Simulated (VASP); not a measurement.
Runs of VASP 6.6.1 on AlP (l.bB). The structure is that of space group F-43m (No. 216), or close to it. The cells are those of the table. 

```csv
task,cell,k mesh,smearing,gap on the mesh (eV),pressure (GPa)
single point,"a = 3.868 Å, angles 60.0°, 2 atoms",6 × 6 × 6,gaussian 0.1 eV,1.45,-1.6
single point,"a = 3.842 Å, angles 60.0°, 2 atoms",10 × 10 × 10,gaussian 0.02 eV,1.41,0.1
relaxation of cell and atoms,"relaxed from a = 3.868 Å, angles 60.0°, 2 atoms",8 × 8 × 8,gaussian 0.02 eV,(a),0.0
single point,"a = 3.842 Å, angles 60.0°, 2 atoms",8 × 8 × 8,gaussian 0.02 eV,1.41,0.1
```

Alike in all rows: level LDA; potentials or basis VASP PAW LDA potentials, release 64 (Al, P); no spin polarisation; cutoff (eV) 500.

Problem. Estimate the missing entries.

Solution. (a) 1.42.

A k mesh can miss the band edges.
